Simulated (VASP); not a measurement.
# TiAl3 (R3m) in VASP: a series of runs, part 2 of 2

VASP 6.6.1.

## 3. Single point, r2SCAN (atom 1 (Ti) moved +0.075 Å along Cartesian [1 1 1])

File POSCAR:

```
TiAl3
1.0
    3.9556712500      0.0000000000      0.0000000000
    0.0000000000      3.9556712500      0.0000000000
    0.0000000000      0.0000000000      3.9556712500
Ti Al
1 3
Direct
    0.0109466302      0.0109466302      0.0109466302
    0.5000000000      0.5000000000      0.0000000000
    0.5000000000      0.0000000000      0.5000000000
    0.0000000000      0.5000000000      0.5000000000
```

File INCAR.step1:

```
SYSTEM = TiAl3
PREC     = Accurate       ! precision mode
ENCUT    = 520            ! plane-wave cutoff, eV
ISMEAR   = 0              ! smearing method
SIGMA    = 0.15           ! smearing width, eV
LREAL    = .False.        ! projectors in reciprocal space
LASPH    = .True.         ! aspherical terms in the spheres
NELM     = 80             ! most SCF steps
NBANDS   = 18             ! bands
GGA      = PE             ! functional
ALGO     = Normal         ! electronic algorithm
EDIFF    = 1E-4           ! SCF threshold, eV
LWAVE    = .True.         ! write WAVECAR
LCHARG   = .False.        ! write CHGCAR
```

File INCAR.step2:

```
SYSTEM = TiAl3
PREC     = Accurate       ! precision mode
ENCUT    = 520            ! plane-wave cutoff, eV
EDIFF    = 1E-7           ! SCF threshold, eV
ISMEAR   = 0              ! smearing method
SIGMA    = 0.15           ! smearing width, eV
LREAL    = .False.        ! projectors in reciprocal space
LASPH    = .True.         ! aspherical terms in the spheres
NELM     = 80             ! most SCF steps
ALGO     = Normal         ! electronic algorithm
ISIF     = 2              ! what is computed and relaxed
LWAVE    = .False.        ! write WAVECAR
LCHARG   = .True.         ! write CHGCAR
METAGGA  = R2SCAN         ! meta-GGA
LMIXTAU  = .True.       
LELF     = .True.         ! ELF
LVHAR    = .True.       
NBANDS   = 18             ! bands
ISTART   = 1
```

File KPOINTS:

```
regular mesh
0
Gamma
  12 12 12
  0 0 0
```

Potentials or basis: VASP PAW PBE potentials, release 64 (Ti_sv, Al).

Launch:

```console
cat potpaw_PBE.64/Ti_sv/POTCAR potpaw_PBE.64/Al/POTCAR > POTCAR
cp INCAR.step1 INCAR
mpirun -np 1 vasp_std > vasp.out
cp INCAR.step2 INCAR
mpirun -np 1 vasp_std > vasp.out
```

OUTCAR:

```text
SYSTEM = TiAl3
   PREC = Accurate
   ENCUT = 520
   EDIFF = 1E-7
   ISMEAR = 0
   LREAL = .False.
   LASPH = .True.
   NELM = 80
   ISIF = 2
   METAGGA = R2SCAN
   ISTART = 1

 ion  position               nearest neighbor table
   1  0.011  0.011  0.011-   2 2.74   3 2.74   4 2.74   3 2.80   4 2.80   2 2.80   4 2.80   2 2.80
                             3 2.80   4 2.86   3 2.86   2 2.86
   2  0.500  0.500  0.000-   1 2.74   3 2.80   4 2.80   3 2.80   4 2.80   3 2.80   3 2.80   4 2.80
                             4 2.80   1 2.80   1 2.80   1 2.86
   3  0.500  0.000  0.500-   1 2.74   2 2.80   4 2.80   2 2.80   2 2.80   4 2.80   2 2.80   4 2.80
                             4 2.80   1 2.80   1 2.80   1 2.86
   4  0.000  0.500  0.500-   1 2.74   2 2.80   3 2.80   2 2.80   3 2.80   2 2.80   3 2.80   2 2.80
                             3 2.80   1 2.80   1 2.80   1 2.86

  LATTYP: Found a simple cubic cell.
 ALAT       =     3.9556712500

  Lattice vectors:

 A1 = (   3.9556712500,   0.0000000000,   0.0000000000)
 A2 = (   0.0000000000,   3.9556712500,   0.0000000000)
 A3 = (   0.0000000000,   0.0000000000,   3.9556712500)

Analysis of symmetry for initial positions (statically):
[... 174 lines left out ...]
  free energy    TOTEN  =       -34.79846504 eV

  energy without entropy =      -34.77201839  energy(sigma->0) =      -34.78524171

 E-fermi :   9.1676     XC(G=0): -11.5897

 val. band max:        9.1663477057   @ k =  -0.0833   0.1667   0.1667
 cond. band min:       9.1690068164   @ k =   0.0833   0.0833   0.0000
 fundamental gap:      0.0026591107
 Fermi energy:         9.1676387706

 k-point     1 :       0.0000    0.0000    0.0000
  band No.  band energies     occupation
      1     -50.1656      2.00000
      2     -25.4337      2.00000
      3     -25.4316      2.00000
      4     -25.4316      2.00000
      5      -2.3279      2.00000
      6       5.9496      2.00000
[... 481 lines left out ...]
      5      -0.9493      2.00000
      6       2.3634      2.00000
[... 10 lines left out ...]
     17      13.7707      0.00000
     18      14.8361      0.00000

 [... further k-points ...]
[... 5 lines left out ...]
  --------------------------------------------------------------------------------------
  -------------------------------------------------------------------------------------
  Total        0.0511560      0.0511560      0.0511560      0.0342526      0.0342526      0.0342526
  in kB        1.3241788      1.3241788      1.3241788      0.8866329      0.8866329      0.8866329
  external PRESSURE =       1.3241788 kB  Pullay stress =       0.0000000 kB

 VOLUME and BASIS-vectors are now :
 -----------------------------------------------------------------------------
  energy-cutoff  :      520.00
  volume of cell :       61.90
      direct lattice vectors                 reciprocal lattice vectors
     3.955671250  0.000000000  0.000000000     0.252801595  0.000000000  0.000000000
     0.000000000  3.955671250  0.000000000     0.000000000  0.252801595  0.000000000
     0.000000000  0.000000000  3.955671250     0.000000000  0.000000000  0.252801595

 POSITION                                       TOTAL-FORCE (eV/Angst)
 -----------------------------------------------------------------------------------
      0.04330      0.04330      0.04330        -0.434265     -0.434265     -0.434265
      1.97784      1.97784      0.00000         0.192920      0.192920      0.048425
      1.97784      0.00000      1.97784         0.192920      0.048425      0.192920
      0.00000      1.97784      1.97784         0.048425      0.192920      0.192920
 -----------------------------------------------------------------------------------
    total drift:                                0.001782      0.001782      0.001779

  FREE ENERGIE OF THE ION-ELECTRON SYSTEM (eV)
  ---------------------------------------------------
  free  energy   TOTEN  =       -34.7984650365 eV

  energy  without entropy=      -34.7720183930  energy(sigma->0) =      -34.78524171
```

OUTCAR.step1:

```text
SYSTEM = TiAl3
   PREC = Accurate
   ENCUT = 520
   ISMEAR = 0
   LREAL = .False.
   LASPH = .True.
[... 737 lines left out ...]
      1.97784      1.97784      0.00000         0.182449      0.182449      0.039999
      1.97784      0.00000      1.97784         0.182449      0.039999      0.182449
      0.00000      1.97784      1.97784         0.039999      0.182449      0.182449
 -----------------------------------------------------------------------------------
    total drift:                                0.000292      0.000292      0.000288

  FREE ENERGIE OF THE ION-ELECTRON SYSTEM (eV)
  ---------------------------------------------------
  free  energy   TOTEN  =       -20.5271099368 eV

  energy  without entropy=      -20.4987051213  energy(sigma->0) =      -20.51290753
```

It took 18 min on 1 thread of Intel Xeon 8259CL, shared host; peak memory 0.33 GiB.

What came out:

```
Free energy            : -34.7985 eV
Pressure               : 0.1 GPa
Largest force          : 0.752 eV/Å
Band gap on the k mesh : zero (an odd number of electrons rules out a gap without spin polarisation)
```

Forces on the atoms (eV/Å):
```
Ti  -0.434 -0.434 -0.434
Al   0.193  0.193  0.048
Al   0.193  0.048  0.193
Al   0.048  0.193  0.193
```

Stress tensor (GPa, compression positive):
```
0.13 0.09 0.09
0.09 0.13 0.09
0.09 0.09 0.13
```

Levels at points of the mesh, in eV from the Fermi level:
| k point | band 7 | band 8 | band 9 | band 10 | band 11 | band 12 | band 13 | band 14 |
| --- | --- | --- | --- | --- | --- | --- | --- | --- |
| (0.00, 0.00, 0.00) | -3.22 | -2.40 | -2.39 | -2.39 | 0.13 | 0.13 | 0.14 | 0.65 |
| (0.50, 0.00, 0.00) | -2.45 | -2.45 | -2.30 | 0.36 | 0.68 | 0.73 | 0.90 | 1.20 |
| (0.50, 0.50, 0.00) | -6.53 | -5.42 | -1.37 | -1.37 | 0.62 | 1.08 | 1.12 | 1.40 |
| (0.50, 0.50, 0.50) | -5.41 | -5.34 | -3.87 | -3.87 | -3.87 | 0.22 | 1.47 | 1.47 |

Caveat: the cell differs from its parent crystal (atom 1 (Ti) moved +0.075 Å along Cartesian [1 1 1]); the PAW data sets were made with another functional, which shifts forces and pressure a little.

## 4. Single point, r2SCAN (atom 1 (Ti) moved +0.025 Å along Cartesian [1 1 1])

Changes to POSCAR since step 3:

```diff
@@ -8,3 +8,3 @@
 Direct
-    0.0109466302      0.0109466302      0.0109466302
+    0.0036488767      0.0036488767      0.0036488767
     0.5000000000      0.5000000000      0.0000000000
```

Changes to INCAR.step1 since step 3:

```diff
@@ -7,3 +7,3 @@
 LASPH    = .True.         ! aspherical terms in the spheres
-NELM     = 80             ! most SCF steps
+NELM     = 100            ! most SCF steps
 NBANDS   = 18             ! bands
```

Changes to INCAR.step2 since step 3:

```diff
@@ -8,3 +8,3 @@
 LASPH    = .True.         ! aspherical terms in the spheres
-NELM     = 80             ! most SCF steps
+NELM     = 100            ! most SCF steps
 ALGO     = Normal         ! electronic algorithm
@@ -12,7 +12,5 @@
 LWAVE    = .False.        ! write WAVECAR
-LCHARG   = .True.         ! write CHGCAR
+LCHARG   = .False.        ! write CHGCAR
 METAGGA  = R2SCAN         ! meta-GGA
 LMIXTAU  = .True.       
-LELF     = .True.         ! ELF
-LVHAR    = .True.       
 NBANDS   = 18             ! bands
```

File KPOINTS:

```
Automatic mesh
0
Gamma
  12 12 12
  0 0 0
```

Launch:

```console
cat potpaw_PBE.64/Ti_sv/POTCAR potpaw_PBE.64/Al/POTCAR > POTCAR
cp INCAR.step1 INCAR
mpirun -np 1 vasp_std > vasp.out
cp INCAR.step2 INCAR
mpirun -np 1 vasp_std > vasp.out
```

Run time: 21 min. Hardware: 1 thread of Intel Xeon 8259CL, shared host; peak memory 0.32 GiB.

It converged, with:

```
Free energy            : -34.8236 eV
Pressure               : 0.0 GPa
Largest force          : 0.253 eV/Å
Band gap on the k mesh : zero (an odd number of electrons rules out a gap without spin polarisation)
```

Forces on the atoms (eV/Å):
```
Ti  -0.146 -0.146 -0.146
Al   0.065  0.065  0.017
Al   0.065  0.017  0.065
Al   0.017  0.065  0.065
```

Levels at points of the mesh, in eV from the Fermi level:
```csv
k point,band 8,band 9,band 10,band 11,band 12,band 13
"(0.00, 0.00, 0.00)",-2.40,-2.40,-2.40,0.13,0.13,0.13
"(0.50, 0.00, 0.00)",-2.46,-2.30,0.39,0.67,0.68,0.91
"(0.50, 0.50, 0.00)",-5.42,-1.38,-1.38,0.63,1.08,1.10
"(0.50, 0.50, 0.50)",-5.39,-3.88,-3.88,-3.88,0.22,1.47
```

Caveat: the cell differs from its parent crystal (atom 1 (Ti) moved +0.025 Å along Cartesian [1 1 1]); the PAW data sets were made with another functional, which shifts forces and pressure a little.

## 5. The runs side by side

| cell | gap on the mesh (eV) | pressure (GPa) | largest force (eV/Å) |
| --- | --- | --- | --- |
| as given, atomic positions A | none | 0.0 | 0.50 |
| as given, atomic positions B | none | 0.1 | 0.75 |
| as given, atomic positions C | none | 0.0 | 0.25 |

Alike in all rows: task single point; level r2SCAN; potentials or basis VASP PAW PBE potentials, release 64 (Ti_sv, Al); no spin polarisation; k mesh 12 × 12 × 12; cutoff (eV) 520; smearing gaussian 0.15 eV.

Caveats: the PAW data sets were made with another functional, which shifts forces and pressure a little.

Total energies depend on the potentials used, so only differences within one code and one set of settings carry meaning.
